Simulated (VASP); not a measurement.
# PbSe in VASP: a series of runs

PbSe is run at these levels: r2SCAN, PBEsol, LDA; tasks: single point.

Program: VASP 6.6.1. These are calculated values, not measurements. Logs are shortened: lines on timing, memory, paths and dates and some standing lists are left out, and cuts for length are marked.

## 1. The cell of the first run

The cell holds a slab with vacuum, 4 atoms: a = 4.501 Å, b = 4.501 Å, c = 12.642 Å, α = 100.23°, β = 100.23°, γ = 90.13°.

## 2. Single point, r2SCAN

POSCAR reads:

```
PbSe
1.0
    4.5014784123      0.0000000000      0.0000000000
   -0.0105132524      4.5014661353      0.0000000000
   -2.2454825799     -2.2507330677     12.2361685397
Pb Se
2 2
Direct
    0.8068400000      0.8073040000      0.6184430000
    0.1854540000      0.1998100000      0.3823760000
    0.2873320000      0.3231460000      0.6231940000
    0.6842660000      0.6998950000      0.3779650000
```

INCAR.step1 reads:

```
PREC = Accurate
ENCUT = 520
ISMEAR = -1
SIGMA = 0.05
LREAL = F
LASPH = T
NELM = 100
NBANDS = 28
GGA = PE
ALGO = Normal
EDIFF = 1E-4
LWAVE = T
LCHARG = F
```

INCAR.step2 reads:

```
PREC = Accurate
ENCUT = 520
EDIFF = 1E-7
ISMEAR = -1
SIGMA = 0.05
LREAL = F
LASPH = T
NELM = 100
ALGO = Normal
ISIF = 2
LWAVE = F
LCHARG = F
METAGGA = R2SCAN
LMIXTAU = T
NBANDS = 28
ISTART = 1
```

KPOINTS reads:

```
regular mesh
0
Gamma
  6 6 3
```

Potentials or basis: VASP PAW PBE potentials, release 64 (Pb_d, Se).

The run is started by

```bash
$ cat potpaw_PBE.64/Pb_d/POTCAR potpaw_PBE.64/Se/POTCAR > POTCAR
$ cp INCAR.step1 INCAR
$ mpirun -np 1 vasp_std > vasp.out
$ cp INCAR.step2 INCAR
$ mpirun -np 1 vasp_std > vasp.out
```

OUTCAR:

```text
PREC = Accurate
   ENCUT = 520
   EDIFF = 1E-7
   ISMEAR = -1
   LREAL = F
   LASPH = T
   NELM = 100
   ISIF = 2
   METAGGA = R2SCAN
   ISTART = 1

 ion  position               nearest neighbor table
   1  0.807  0.807  0.618-   4 2.94   3 3.07   3 3.16   3 3.21   3 3.30
   2  0.185  0.200  0.382-   3 2.95   4 3.17   4 3.18   4 3.19   4 3.19
   3  0.287  0.323  0.623-   2 2.95   1 3.07   1 3.16   1 3.21   1 3.30
   4  0.684  0.700  0.378-   1 2.94   2 3.17   2 3.18   2 3.19   2 3.19

  LATTYP: Found a face centered orthorhombic cell.
 ALAT       =     6.3586134837
 B/A-ratio  =     1.0023382447
 C/A-ratio  =     3.8486907786

  Lattice vectors:

 A1 = (  -2.2559958323,   2.2507330676,  12.2361685397)
 A2 = (   2.2454825800,   2.2507330676,  12.2361685397)
 A3 = (  -0.0105132524,   4.5014661353,   0.0000000000)

Analysis of symmetry for initial positions (statically):
=====================================================================
 Subroutine PRICEL returns:
 Original cell was already a primitive cell.

 Routine SETGRP: Setting up the symmetry group for a
 face centered orthorhombic supercell.

 Subroutine GETGRP returns: Found  1 space group operations
 (whereof  1 operations were pure point group operations)
 out of a pool of  8 trial point group operations.

The static configuration has the point symmetry C_1 .

Analysis of symmetry for dynamics (positions and initial velocities):
=====================================================================
 Subroutine PRICEL returns:
 Original cell was already a primitive cell.

 Routine SETGRP: Setting up the symmetry group for a
 face centered orthorhombic supercell.

 Subroutine GETGRP returns: Found  1 space group operations
 (whereof  1 operations were pure point group operations)
 out of a pool of  8 trial point group operations.

The dynamic configuration has the point symmetry C_1 .

 Subroutine INISYM returns: Found  1 space group operations
 (whereof  1 operations are pure point group operations),
 and found     1 'primitive' translations

----------------------------------------------------------------------------------------

                                     Primitive cell

  volume of cell :     247.9446

  direct lattice vectors                    reciprocal lattice vectors
     4.501478412  0.000000000  0.000000000     0.222149238  0.000518833  0.040862464
    -0.010513252  4.501466135  0.000000000     0.000000000  0.222149844  0.040862464
    -2.245482580 -2.250733068 12.236168540     0.000000000  0.000000000  0.081724929

  length of vectors
     4.501478412  4.501478412 12.642460674     0.225876723  0.225876723  0.081724929

  position of ions in fractional coordinates (direct lattice)
     0.806840000  0.807304000  0.618443000
     0.185454000  0.199810000  0.382376000
     0.287332000  0.323146000  0.623194000
     0.684266000  0.699895000  0.377965000

  ion indices of the primitive-cell ions
   primitive index   ion index
                 1           1
                 2           2
                 3           3
                 4           4

----------------------------------------------------------------------------------------

 KPOINTS: regular mesh

Automatic generation of k-mesh.
 Grid dimensions read from file:
 generate k-points for:    6    6    3

 Generating k-lattice:

  Cartesian coordinates                     Fractional coordinates (reciprocal lattice)
     0.037024873  0.000086472  0.006810411     0.166666667  0.000000000  0.000000000
     0.000000000  0.037024974  0.006810411     0.000000000  0.166666667  0.000000000
     0.000000000  0.000000000  0.027241643     0.000000000  0.000000000  0.333333333

  Length of vectors
     0.037646121  0.037646121  0.027241643

  Shift w.r.t. Gamma in fractional coordinates (k-lattice)
     0.000000000  0.000000000  0.000000000

 -----------------------------------------------------------------------------
|                                                                             |
|           W    W    AA    RRRRR   N    N  II  N    N   GGGG   !!!           |
|           W    W   A  A   R    R  NN   N  II  NN   N  G    G  !!!           |
|           W    W  A    A  R    R  N N  N  II  N N  N  G       !!!           |
|           W WW W  AAAAAA  RRRRR   N  N N  II  N  N N  G  GGG   !            |
|           WW  WW  A    A  R   R   N   NN  II  N   NN  G    G                |
|           W    W  A    A  R    R  N    N  II  N    N   GGGG   !!!           |
|                                                                             |
|     Your reciprocal lattice and k-lattice belong to different lattice       |
|     classes:                                                                |
|                                                                             |
|        The reciprocal lattice is body-centered orthorhombic,                |
|        whereas your k-lattice is base-centered monoclinic.                  |
|                                                                             |
|     Results are often still useful ...                                      |
|                                                                             |
 -----------------------------------------------------------------------------

 WARNING: IBZKPT: internal override: KBLOWUP is changed to .FALSE.
      ... skipping the blow-up phase ...

 Subroutine IBZKPT returns following result:
 ===========================================

 Found     56 irreducible k-points:

 Following reciprocal coordinates:
            Coordinates               Weight
  0.000000  0.000000  0.000000      1.000000
  0.166667  0.000000 -0.000000      2.000000
  0.333333  0.000000 -0.000000      2.000000
  0.500000  0.000000 -0.000000      1.000000
  0.000000  0.166667 -0.000000      2.000000
  0.166667  0.166667 -0.000000      2.000000
[... 16 lines left out ...]
  0.333333  0.000000  0.333333      2.000000
  0.500000  0.000000  0.333333      2.000000
 [... further k-points ...]
   k-points           NKPTS =     56   k-points in BZ     NKDIM =     56   number of bands    NBANDS=     28
   number of dos      NEDOS =    301   number of ions     NIONS =      4
   total plane-waves  NPLWV = 124416
   dimension x,y,z NGX =    36 NGY =   36 NGZ =   96
   dimension x,y,z NGXF=    72 NGYF=   72 NGZF=  192
   ions per type =               2   2
   NGX,Y,Z   is equivalent  to a cutoff of  13.30, 13.30, 12.62 a.u.
   NGXF,Y,Z  is equivalent  to a cutoff of  26.59, 26.59, 25.25 a.u.
 SYSTEM =  unknown system
   PREC   = accura    normal or accurate (medium, high low for compatibility)
   ISTART =      1    job   : 0-new  1-cont  2-samecut
   ICHARG =      0    charge: 1-file 2-atom 10-const
   ISPIN  =      1    spin polarized calculation?
   LNONCOLLINEAR =      F non collinear calculations
   LSORBIT =      F    spin-orbit coupling
   LASPH  =      T    aspherical Exc in radial PAW
   ENCUT  =  520.0 eV  38.22 Ry    6.18 a.u.   8.37  8.37 23.51*2*pi/ulx,y,z
   NELM   =    100;   NELMIN=  2; NELMDL=  0     # of ELM steps
   EDIFF  = 0.1E-06   stopping-criterion for ELM
   LREAL  =      F    real-space projection
   EDIFFG = 0.1E-05   stopping-criterion for IOM
   NSW    =      0    number of steps for IOM
   IBRION =     -1    ionic relax: 0-MD 1-quasi-New 2-CG
   NFREE  =      0    steps in history (QN), initial steepest desc. (CG)
   ISIF   =      2    stress and relaxation
   ISYM   =      2    0-nonsym 1-usesym 2-fastsym
   POTIM  = 0.5000    time-step for ionic-motion
   TEBEG  =    0.0;   TEEND  =   0.0 temperature during run
   PSTRESS=    0.0 pullay stress
   NELECT =      40.0000    total number of electrons
   NUPDOWN=      -1.0000    fix difference up-down
   EMIN   =  10.00;   EMAX   =-10.00  energy-range for DOS
   EFERMI =   0.00;   METHOD = LEGACY
   ISMEAR =    -1;   SIGMA  =   0.05  broadening in eV -4-tet -1-fermi 0-gaus
   EFERMI_NEDOS =   21; number of points for ismear=-14 and -15
   IALGO  =     38    algorithm
   IMIX   =      4    mixing-type and parameters
     AMIX     =   0.40;   BMIX     =  1.00
     AMIX_MAG =   1.60;   BMIX_MAG =  1.00
  volume/ion in A,a.u.               =      61.99       418.30
  Fermi-wavevector in a.u.,A,eV,Ry     =   0.891203  1.684129 10.806328  0.794243
  Thomas-Fermi vector in A             =   2.012993
   LORBIT       =      0    0 simple, 1 ext, 2 COOP (PROOUT), +10 PAW based schemes
   METAGGA = R2SCAN    functional components
   LHFCALC =     F    Hartree Fock is set to
   AEXX    =    0.0000 exact exchange contribution
   IVDW    =     0    specifies the selected vdW correction
   LEPSILON=     F    determine dielectric tensor
   LRPA    =     F    only Hartree local field effects (RPA)
 non-spin polarized calculation
  energy-cutoff  :      520.00
  volume of cell :      247.94
 maximum number of plane-waves:      6713
 NGX is ok and might be reduce to    36
   NGX = 17   NGY = 17   NGZ = 47

 number of electron      39.9999999 magnetization

 Free energy of the ion-electron system (eV)
  ---------------------------------------------------
  ext. energy  EPLUGINS =         0.00000000
  ---------------------------------------------------
  free energy    TOTEN  =      -143.30964148 eV

  energy without entropy =     -143.30964147  energy(sigma->0) =     -143.30964148

 E-fermi :   0.1924     XC(G=0):  -5.5274

 val. band max:       -0.7548957766   @ k =   0.0000   0.5000  -0.0000
 cond. band min:       1.1189512568   @ k =   0.0000   0.5000  -0.0000
 fundamental gap:      1.8738470334
 Fermi energy:         0.1924026622

 k-point     1 :       0.0000    0.0000    0.0000
  band No.  band energies     occupation
      1     -17.7265      2.00000
      2     -17.6782      2.00000
      3     -17.6600      2.00000
      4     -17.6576      2.00000
      5     -17.6553      2.00000
      6     -17.6549      2.00000
[... 20 lines left out ...]
     27       4.9803      0.00000
     28       5.0651      0.00000
[... 683 lines left out ...]
 k-point    24 :       0.5000    0.0000    0.3333
  band No.  band energies     occupation
      1     -17.6898      2.00000
      2     -17.6746      2.00000
      3     -17.6663      2.00000
      4     -17.6631      2.00000
      5     -17.6608      2.00000
      6     -17.6563      2.00000
[... 20 lines left out ...]
     27       5.6199      0.00000
     28       6.0974      0.00000

 [... further k-points ...]

------------------------ aborting loop because EDIFF is reached ----------------------------------------

  FORCE on cell =-STRESS in cart. coord.  units (eV):
  Direction    XX          YY          ZZ          XY          YZ          ZX
  --------------------------------------------------------------------------------------
  -------------------------------------------------------------------------------------
  Total       -2.9156206     -2.9363795     -3.4238519      0.0179424      0.0549118      0.2161867
  in kB      -18.8402642    -18.9744047    -22.1243719      0.1159408      0.3548312      1.3969629
  external PRESSURE =     -19.9796802 kB  Pullay stress =       0.0000000 kB

 VOLUME and BASIS-vectors are now :
 -----------------------------------------------------------------------------
  energy-cutoff  :      520.00
  volume of cell :      247.94
      direct lattice vectors                 reciprocal lattice vectors
     4.501478412  0.000000000  0.000000000     0.222149238  0.000518833  0.040862464
    -0.010513252  4.501466135  0.000000000     0.000000000  0.222149844  0.040862464
    -2.245482580 -2.250733068 12.236168540     0.000000000  0.000000000  0.081724929

 POSITION                                       TOTAL-FORCE (eV/Angst)
 -----------------------------------------------------------------------------------
      2.23478      2.24210      7.56737         0.061044     -0.018099     -0.573114
     -0.02590      0.03881      4.67882        -0.015412     -0.016778      0.594988
     -0.10935      0.05199      7.62551         0.012545      0.036380     -0.579305
      2.22414      2.29986      4.62484        -0.058177     -0.001502      0.557431
 -----------------------------------------------------------------------------------
    total drift:                                0.000553      0.000478      0.000676

  FREE ENERGIE OF THE ION-ELECTRON SYSTEM (eV)
  ---------------------------------------------------
  free  energy   TOTEN  =      -143.3096414765 eV

  energy  without entropy=     -143.3096414738  energy(sigma->0) =     -143.30964148
```

Run time: 29 min. Hardware: 1 thread of Intel Xeon Platinum 8259CL at 2.50GHz (Skylake/Cascade Lake), shared host; peak memory 0.58 GiB.

What came out:

```
Free energy            : -143.3096 eV
Largest force          : 0.595 eV/Å
Band gap on the k mesh : 1.87 eV
```

Forces in eV/Å, atoms in the order of the input:
```
Pb   0.061 -0.018 -0.573
Pb  -0.015 -0.017  0.595
Se   0.013  0.036 -0.579
Se  -0.058 -0.002  0.557
```

Caveat: there is no dipole correction, which matters where the two faces differ; the PAW data sets were made with another functional, which shifts forces and pressure a little; spin-orbit coupling is left out, which moves the levels of the heavy elements.

## 3. Single point, PBEsol (60.82 Å³/atom)

This run uses another cell than the first one.

INCAR reads:

```
SYSTEM = PbSe
  ALGO = Normal
  EDIFF = 1E-6
  ENCUT = 520
  GGA = PS
  ISIF = 2
  ISMEAR = -1
  LASPH = .True.
  LCHARG = .False.
  LREAL = .False.
  LWAVE = .False.
  NBANDS = 28
  NELM = 80
  PREC = Accurate
  SIGMA = 0.05
```

KPOINTS reads:

```
k-points
0
Gamma
  6 6 3
  0 0 0
```

POSCAR reads:

```
PbSe
1.0
    4.4729872793      0.0000000000      0.0000000000
   -0.0104467110      4.4729750800      0.0000000000
   -2.2312702840     -2.2364875401     12.1587223602
Pb Se
2 2
Direct
    0.8068400000      0.8073040000      0.6184430000
    0.1854540000      0.1998100000      0.3823760000
    0.2873320000      0.3231460000      0.6231940000
    0.6842660000      0.6998950000      0.3779650000
```

Potentials or basis: VASP PAW PBE potentials, release 64 (Pb_d, Se).

The run is started by

```bash
$ cat potpaw_PBE.64/Pb_d/POTCAR potpaw_PBE.64/Se/POTCAR > POTCAR
$ mpirun -np 1 vasp_std > vasp.out
```

Run time: 7.3 min. Hardware: 1 thread of Intel Xeon Platinum 8488C (Sapphire Rapids), shared host; peak memory 0.54 GiB.

Results (log left out):

```yaml
Free_energy: -17.1828 eV
Largest_force: 0.618 eV/Å
Band_gap_on_the_k_mesh: 1.51 eV
```

Forces in eV/Å, atoms in the order of the input:
```
Pb   0.036 -0.007 -0.598
Pb  -0.007 -0.015  0.618
Se   0.034  0.022 -0.514
Se  -0.062  0.000  0.493
```

Levels at points of the mesh, in eV from the valence-band top:
| k point | band 18 | band 19 | band 20 | band 21 | band 22 | band 23 |
| --- | --- | --- | --- | --- | --- | --- |
| (0.00, 0.00, 0.00) | -1.16 | -1.14 | -0.32 | 2.16 | 4.09 | 4.56 |
| (0.50, 0.00, 0.00) | -0.63 | -0.04 | -0.02 | 1.53 | 1.55 | 2.43 |
| (0.00, 0.50, 0.00) | -0.67 | -0.04 | 0.00 | 1.51 | 1.56 | 2.49 |
| (0.50, 0.50, 0.00) | -2.46 | -1.16 | -1.15 | 3.50 | 3.53 | 5.17 |

Caveat: there is no dipole correction, which matters where the two faces differ; the PAW data sets were made with another functional, which shifts forces and pressure a little; spin-orbit coupling is left out, which moves the levels of the heavy elements.

## 4. Single point, LDA (61.99 Å³/atom)

INCAR reads:

```
PREC = Accurate
ENCUT = 520
EDIFF = 1E-6
ISMEAR = -1
SIGMA = 0.05
LREAL = False
LASPH = True
NELM = 100
ALGO = Normal
ISIF = 2
LWAVE = False
LCHARG = False
GGA = CA
NBANDS = 28
```

KPOINTS reads:

```
Automatic mesh
0
Gamma
  6 6 3
```

POSCAR reads:

```
PbSe
1.0
    4.5014784123      0.0000000000      0.0000000000
   -0.0105132524      4.5014661353      0.0000000000
   -2.2454825799     -2.2507330677     12.2361685397
Pb Se
2 2
Direct
    0.8068400000      0.8073040000      0.6184430000
    0.1854540000      0.1998100000      0.3823760000
    0.2873320000      0.3231460000      0.6231940000
    0.6842660000      0.6998950000      0.3779650000
```

Potentials or basis: VASP PAW LDA potentials, release 64 (Pb_d, Se).

The run is started by

```bash
$ cat potpaw_LDA.64/Pb_d/POTCAR potpaw_LDA.64/Se/POTCAR > POTCAR
$ mpirun -np 1 vasp_std > vasp.out
```

Wall time 6.6 min (1 thread of Intel Xeon Platinum 8488C (Sapphire Rapids), shared host); peak memory 0.49 GiB.

It converged, with:

* Free energy: -17.9060 eV
* Largest force: 0.785 eV/Å
* Band gap on the k mesh: 1.45 eV

Forces on the atoms (eV/Å):
```
Pb   0.071 -0.027 -0.765
Pb  -0.012 -0.018  0.785
Se   0.001  0.043 -0.681
Se  -0.060  0.002  0.662
```

Levels at points of the mesh, in eV from the valence-band top:
| k point | band 16 | band 17 | band 18 | band 19 | band 20 | band 21 | band 22 | band 23 | band 24 | band 25 |
| --- | --- | --- | --- | --- | --- | --- | --- | --- | --- | --- |
| (0.00, 0.00, 0.00) | -1.97 | -1.95 | -1.10 | -1.09 | -0.29 | 2.09 | 4.15 | 4.53 | 4.67 | 4.71 |
| (0.50, 0.00, 0.00) | -1.34 | -0.70 | -0.58 | -0.04 | -0.02 | 1.47 | 1.49 | 2.38 | 2.54 | 2.84 |
| (0.00, 0.50, 0.00) | -1.39 | -0.67 | -0.62 | -0.04 | 0.00 | 1.45 | 1.50 | 2.44 | 2.49 | 2.88 |
| (0.50, 0.50, 0.00) | -3.45 | -2.39 | -2.38 | -1.11 | -1.10 | 3.40 | 3.43 | 5.16 | 5.18 | 5.25 |

Caveat: there is no dipole correction, which matters where the two faces differ; spin-orbit coupling is left out, which moves the levels of the heavy elements.

## 5. Overview

| level | potentials or basis | cell | gap on the mesh (eV) | largest force (eV/Å) |
| --- | --- | --- | --- | --- |
| r2SCAN | VASP PAW PBE potentials, release 64 (Pb_d, Se) | a = 4.501, b = 4.501, c = 12.642 Å, angles 100.2, 100.2, 90.1°, 4 atoms | 1.87 | 0.60 |
| PBEsol | VASP PAW PBE potentials, release 64 (Pb_d, Se) | a = 4.473, b = 4.473, c = 12.562 Å, angles 100.2, 100.2, 90.1°, 4 atoms | 1.51 | 0.62 |
| LDA | VASP PAW LDA potentials, release 64 (Pb_d, Se) | a = 4.501, b = 4.501, c = 12.642 Å, angles 100.2, 100.2, 90.1°, 4 atoms | 1.45 | 0.78 |

Alike in all rows: task single point; no spin polarisation; k mesh 6 × 6 × 3; cutoff (eV) 520; smearing fermi-dirac 0.05 eV.

Caveats: there is no dipole correction, which matters where the two faces differ; spin-orbit coupling is left out, which moves the levels of the heavy elements; the PAW data sets were made with another functional, which shifts forces and pressure a little (at least some runs).

Total energies depend on the potentials used, so only differences within one code and one set of settings carry meaning.
